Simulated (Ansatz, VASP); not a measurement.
One calculation of Ta2N, two programs

Contents of INCAR:

```
PREC = Accurate ; ENCUT = 520
EDIFF = 1E-7 ; ISMEAR = 0
SIGMA = 0.15 ; LREAL = False
LASPH = True ; NELM = 100
ALGO = Normal ; ISIF = 2
LWAVE = False ; LCHARG = False
GGA = PE ; NBANDS = 50
```

File KPOINTS:

```
Automatic mesh
0
Gamma
  9 9 8
```

Contents of POSCAR:

```
Ta2N
1.0
    5.4639445277      0.0000000000      0.0000000000
   -2.7319722638      4.7319147659      0.0000000000
    0.0000000000      0.0000000000      4.6875180103
Ta N
6 3
Direct
    0.6553111351      0.6553111351      0.7528547364
    0.0000000000      0.3446888649      0.7528547364
    0.3446888649      0.0000000000      0.7528547364
    0.3446888649      0.3446888649      0.2471452636
    0.0000000000      0.6553111351      0.2471452636
    0.6553111351      0.0000000000      0.2471452636
    0.6666666667      0.3333333333      0.5000000000
    0.3333333333      0.6666666667      0.5000000000
    0.0000000000      0.0000000000      0.0000000000
```

Input for Ansatz:

```yaml
crystal:
  lattice:
    - [5.4639445277, 0.0, 0.0]
    - [-2.7319722638, 4.7319147659, 0.0]
    - [0.0, 0.0, 4.6875180103]
  atoms:
    - { symbol: Ta, position: [0.6553111351, 0.6553111351, 0.7528547364] }
    - { symbol: Ta, position: [0.0, 0.3446888649, 0.7528547364] }
    - { symbol: Ta, position: [0.3446888649, 0.0, 0.7528547364] }
    - { symbol: Ta, position: [0.3446888649, 0.3446888649, 0.2471452636] }
    - { symbol: Ta, position: [0.0, 0.6553111351, 0.2471452636] }
    - { symbol: Ta, position: [0.6553111351, 0.0, 0.2471452636] }
    - { symbol: "N", position: [0.6666666667, 0.3333333333, 0.5] }
    - { symbol: "N", position: [0.3333333333, 0.6666666667, 0.5] }
    - { symbol: "N", position: [0.0, 0.0, 0.0] }
basis:
  ecutwfc: 520.0
kpoints:
  mp_grid: { grid: [9, 9, 8] }
hamiltonian:
  xc: pbe
  pseudopotentials: { kind: paw, azcp: { folder: soft_1 } }
scf:
  occupations: { method: gaussian, width: 0.15 }
output:
  forces: true
  stress: true
  eigenvalues: true
```

Alike in both runs: task single point; functional PBE; k mesh 9 × 9 × 8; occupations gaussian, width 0.15 eV; no spin polarisation.

|  | VASP | Ansatz |
| --- | --- | --- |
| version | VASP 6.6.1 | Ansatz 0.2.0 |
| potentials or method | VASP PAW PBE potentials, release 64 (Ta_pv, N), cutoff 520 eV | scalar-relativistic, plane waves, PAW |
| valence electrons in the cell | 81 | 93 |

```csv
,VASP,Ansatz,Ansatz less VASP
gap on the k mesh at the Fermi level (eV),none,none,-
pressure (GPa),2.5,2.0,-0.48
"traceless stress, the component that is largest in VASP (GPa)",15.36,15.46,+0.097
rms of the force components (eV/Å),0.711,0.709,-0.0023
```

Atom by atom the forces differ by 0.011 eV/Å (rms over components). A gap of «none» marks a metal or a gap that the smearing closes. The functional is the same, so the differences come from potentials, cutoffs and numerics. VASP's potentials hold 81 valence electrons a cell and Ansatz's 93, so a difference there can come from the potentials and not from the codes.

Neither program's run includes spin-orbit coupling.
